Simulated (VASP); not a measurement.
# NaCl in VASP: a series of runs

Aim: see how the results for NaCl move with the level of theory and the settings. Levels: PBE, r2SCAN. Tasks: single point.

Everything below comes from runs of VASP 6.6.1. Logs are shortened: lines on timing, memory, paths and dates and some standing lists are left out, and cuts for length are marked.

## 1. The cell of the first run

It takes space group I4/mmm (No. 139, tetragonal). The conventional cell has a = 4.043 Å, b = 4.043 Å, c = 5.566 Å, α = 90.00°, β = 90.00°, γ = 90.00°. Within 3.7 Å of Na (site symmetry 4/mmm) lie 6 Cl at 2.78 to 2.86 Å. Cl (site symmetry 4/mmm) has 6 Na at 2.78 to 2.86 Å within 3.7 Å.

## 2. Single point, PBE (epitaxial xy strain +2.0%)

File INCAR:

```
PREC = Accurate
ENCUT = 520
EDIFF = 1E-6
ISMEAR = 0
SIGMA = 0.01
LREAL = False
LASPH = True
NELM = 80
ALGO = Normal
ISIF = 2
LWAVE = False
LCHARG = False
GGA = PE
NBANDS = 14
```

File KPOINTS:

```
regular mesh
0
Gamma
  4 4 4
```

File POSCAR:

```
NaCl
1.0
    0.0000000000      2.8587528019      2.7831063769
    2.8587528019      0.0000000000      2.7831063769
    2.8587528019      2.8587528019      0.0000000000
Na Cl
1 1
Direct
    0.0000000000      0.0000000000      0.0000000000
    0.5000000000      0.5000000000      0.5000000000
```

Potentials or basis: VASP PAW PBE potentials, release 64 (Na_pv, Cl).

Started as:

```bash
cat potpaw_PBE.64/Na_pv/POTCAR potpaw_PBE.64/Cl/POTCAR > POTCAR
mpirun -np 1 vasp_std > vasp.out
```

OUTCAR:

```text
PREC = Accurate
   ENCUT = 520
   EDIFF = 1E-6
   ISMEAR = 0
   LREAL = False
   LASPH = True
   NELM = 80
   ISIF = 2
   GGA = PE

 ion  position               nearest neighbor table
   1  0.000  0.000  0.000-
   2  0.500  0.500  0.500-

  LATTYP: Found a body centered tetragonal cell.
 ALAT       =     4.0428869839
 C/A-ratio  =     1.3767915789

  Lattice vectors:

 A1 = (   0.0000000000,  -2.8587528019,  -2.7831063769)
 A2 = (   0.0000000000,   2.8587528019,  -2.7831063769)
 A3 = (   2.8587528019,   0.0000000000,   2.7831063769)

Analysis of symmetry for initial positions (statically):
=====================================================================
 Subroutine PRICEL returns:
 Original cell was already a primitive cell.

 Routine SETGRP: Setting up the symmetry group for a
 body centered tetragonal supercell.

 Subroutine GETGRP returns: Found 16 space group operations
 (whereof 16 operations were pure point group operations)
 out of a pool of 16 trial point group operations.

The static configuration has the point symmetry D_4h.

Analysis of symmetry for dynamics (positions and initial velocities):
=====================================================================
 Subroutine PRICEL returns:
 Original cell was already a primitive cell.

 Routine SETGRP: Setting up the symmetry group for a
 body centered tetragonal supercell.

 Subroutine GETGRP returns: Found 16 space group operations
 (whereof 16 operations were pure point group operations)
 out of a pool of 16 trial point group operations.

The dynamic configuration has the point symmetry D_4h.

 Subroutine INISYM returns: Found 16 space group operations
 (whereof 16 operations are pure point group operations),
 and found     1 'primitive' translations

----------------------------------------------------------------------------------------

                                     Primitive cell

  volume of cell :      45.4897

  direct lattice vectors                    reciprocal lattice vectors
     0.000000000  2.858752802  2.783106377    -0.174901446  0.174901446  0.179655368
     2.858752802  0.000000000  2.783106377     0.174901446 -0.174901446  0.179655368
     2.858752802  2.858752802  0.000000000     0.174901446  0.174901446 -0.179655368

  length of vectors
     3.989755467  3.989755467  4.042886984     0.305707512  0.305707512  0.305707512

  position of ions in fractional coordinates (direct lattice)
     0.000000000  0.000000000  0.000000000
     0.500000000  0.500000000  0.500000000

  ion indices of the primitive-cell ions
   primitive index   ion index
                 1           1
[... 73 lines left out ...]
   NUPDOWN=      -1.0000    fix difference up-down
   EMIN   =  10.00;   EMAX   =-10.00  energy-range for DOS
   EFERMI =   0.00;   METHOD = LEGACY
   ISMEAR =     0;   SIGMA  =   0.01  broadening in eV -4-tet -1-fermi 0-gaus
   EFERMI_NEDOS =   21; number of points for ismear=-14 and -15
   IALGO  =     38    algorithm
   IMIX   =      4    mixing-type and parameters
     AMIX     =   0.40;   BMIX     =  1.00
     AMIX_MAG =   1.60;   BMIX_MAG =  1.00
  volume/ion in A,a.u.               =      22.74       153.49
  Fermi-wavevector in a.u.,A,eV,Ry     =   1.105299  2.088713 16.622050  1.221686
  Thomas-Fermi vector in A             =   2.241784
   LORBIT       =      0    0 simple, 1 ext, 2 COOP (PROOUT), +10 PAW based schemes
   GGA     = PE    functional components
   LHFCALC =     F    Hartree Fock is set to
   AEXX    =    0.0000 exact exchange contribution
   IVDW    =     0    specifies the selected vdW correction
   LEPSILON=     F    determine dielectric tensor
   LRPA    =     F    only Hartree local field effects (RPA)
 non-spin polarized calculation
 Gauss-broadening in eV      SIGMA  =   0.01
  energy-cutoff  :      520.00
  volume of cell :       45.49
 maximum number of plane-waves:      1250
 NGX is ok and might be reduce to    30
   NGX = 15   NGY = 15   NGZ = 15

 number of electron      13.9999997 magnetization

 Free energy of the ion-electron system (eV)
  ---------------------------------------------------
  ext. energy  EPLUGINS =         0.00000000
  ---------------------------------------------------
  free energy    TOTEN  =        -6.77261550 eV

  energy without entropy =       -6.77261550  energy(sigma->0) =       -6.77261550

 E-fermi :  -0.7543     XC(G=0):  -8.1042

 val. band max:       -0.8031399149   @ k =   0.0000   0.0000   0.0000
 cond. band min:       4.2418464316   @ k =   0.0000   0.0000   0.0000
 fundamental gap:      5.0449863465
 Fermi energy:        -0.7543386523

 k-point     1 :       0.0000    0.0000    0.0000
  band No.  band energies     occupation
      1     -21.6597      2.00000
      2     -21.6597      2.00000
      3     -21.6555      2.00000
      4     -13.4385      2.00000
      5      -0.8269      2.00000
      6      -0.8031      2.00000
      7      -0.8031      2.00000
      8       4.2418      0.00000
      9      10.2315      0.00000
     10      10.2315      0.00000
     11      10.4297      0.00000
     12      12.2736      0.00000
     13      12.5961      0.00000
     14      14.0249      0.00000
[... 190 lines left out ...]
      1     -21.6723      2.00000
      2     -21.6723      2.00000
      3     -21.6661      2.00000
      4     -13.0562      2.00000
      5      -1.9465      2.00000
      6      -1.9465      2.00000
      7      -1.5909      2.00000
      8       8.0143      0.00000
      9       8.8618      0.00000
     10       8.8618      0.00000
     11      10.6156      0.00000
     12      14.8573      0.00000
     13      14.8573      0.00000
     14      15.1514      0.00000

------------------------ aborting loop because EDIFF is reached ----------------------------------------

  FORCE on cell =-STRESS in cart. coord.  units (eV):
  Direction    XX          YY          ZZ          XY          YZ          ZX
  --------------------------------------------------------------------------------------
  -------------------------------------------------------------------------------------
  Total        0.0138414      0.0138414      0.3271659      0.0000000     -0.0000000      0.0000000
  in kB        0.4875042      0.4875042     11.5230011      0.0000000     -0.0000000      0.0000000
  external PRESSURE =       4.1660032 kB  Pullay stress =       0.0000000 kB

 VOLUME and BASIS-vectors are now :
 -----------------------------------------------------------------------------
  energy-cutoff  :      520.00
  volume of cell :       45.49
      direct lattice vectors                 reciprocal lattice vectors
     0.000000000  2.858752802  2.783106377    -0.174901446  0.174901446  0.179655368
     2.858752802  0.000000000  2.783106377     0.174901446 -0.174901446  0.179655368
     2.858752802  2.858752802  0.000000000     0.174901446  0.174901446 -0.179655368

 POSITION                                       TOTAL-FORCE (eV/Angst)
 -----------------------------------------------------------------------------------
      0.00000      0.00000      0.00000         0.000000     -0.000000     -0.000000
      2.85875      2.85875      2.78311        -0.000000      0.000000      0.000000
 -----------------------------------------------------------------------------------
    total drift:                               -0.000000      0.000000      0.000000

  FREE ENERGIE OF THE ION-ELECTRON SYSTEM (eV)
  ---------------------------------------------------
  free  energy   TOTEN  =        -6.7726154967 eV

  energy  without entropy=       -6.7726154967  energy(sigma->0) =       -6.77261550
```

It took 3.8 s on 1 thread of Intel Xeon 6975P-C (Granite Rapids), shared host; peak memory 0.16 GiB.

Results:

* Free energy: -6.7726 eV
* Pressure: 0.4 GPa
* Band gap on the k mesh: 5.04 eV, direct

Levels at points of the mesh, in eV from the valence-band top:
```tsv
k point	band 4	band 5	band 6	band 7	band 8	band 9	band 10	band 11
(0.00, 0.00, 0.00)	-12.64	-0.02	0.00	0.00	5.04	11.03	11.03	11.23
(0.50, 0.00, 0.00)	-12.31	-1.89	-0.28	-0.25	7.24	10.50	10.80	11.07
(0.50, 0.50, 0.00)	-12.25	-1.62	-0.62	-0.62	7.49	8.02	11.38	14.52
(0.50, 0.00, 0.50)	-12.27	-1.63	-0.61	-0.53	7.49	8.12	11.13	14.53
```

Caveat: the k points lie up to 0.48 Å⁻¹ apart; the cell differs from its parent crystal (epitaxial xy strain +2.0%).

## 3. Single point, r2SCAN

This run uses another cell than the first one, of 22.02 Å³/atom, 0.968 times its volume.

File POSCAR:

```
NaCl
1.0
    0.0000000000      2.8026988254      2.8026988254
    2.8026988254      0.0000000000      2.8026988254
    2.8026988254      2.8026988254      0.0000000000
Na Cl
1 1
Direct
    0.0000000000      0.0000000000      0.0000000000
    0.5000000000      0.5000000000      0.5000000000
```

File INCAR.step1:

```
SYSTEM = NaCl
PREC = Accurate
ENCUT = 520
ISMEAR = 0
SIGMA = 0.01
LREAL = .False.
LASPH = .True.
NELM = 60
NBANDS = 14
GGA = PE
ALGO = Normal
EDIFF = 1E-4
LWAVE = .True.
LCHARG = .False.
```

File INCAR.step2:

```
SYSTEM = NaCl
PREC = Accurate
ENCUT = 520
EDIFF = 1E-6
ISMEAR = 0
SIGMA = 0.01
LREAL = .False.
LASPH = .True.
NELM = 60
ALGO = Normal
ISIF = 2
LWAVE = .False.
LCHARG = .False.
METAGGA = R2SCAN
LMIXTAU = .True.
NBANDS = 14
ISTART = 1
```

File KPOINTS:

```
Automatic mesh
0
Gamma
  8 8 8
  0 0 0
```

Potentials or basis: VASP PAW PBE potentials, release 64 (Na_pv, Cl).

Started as:

```bash
cat potpaw_PBE.64/Na_pv/POTCAR potpaw_PBE.64/Cl/POTCAR > POTCAR
cp INCAR.step1 INCAR
mpirun -np 1 vasp_std > vasp.out
cp INCAR.step2 INCAR
mpirun -np 1 vasp_std > vasp.out
```

Wall time 32 s (1 thread of Intel Xeon 6975P-C (Granite Rapids), shared host); peak memory 0.16 GiB.

The run converged. Its results:

* Free energy: -13.7901 eV
* Pressure: -0.1 GPa
* Band gap on the k mesh: 6.00 eV, direct

Levels at points of the mesh, in eV from the valence-band top:
```csv
k point,band 4,band 5,band 6,band 7,band 8,band 9,band 10,band 11
"(0.00, 0.00, 0.00)",-13.26,0.00,0.00,0.00,6.00,11.78,11.78,11.78
"(0.50, 0.00, 0.00)",-12.90,-1.98,-0.29,-0.29,7.98,11.77,11.81,11.81
"(0.50, 0.50, 0.00)",-12.85,-1.73,-0.63,-0.63,8.50,8.60,12.35,16.09
```

Caveat: the PAW data sets were made with another functional, which shifts forces and pressure a little. A k mesh can miss the band edges.
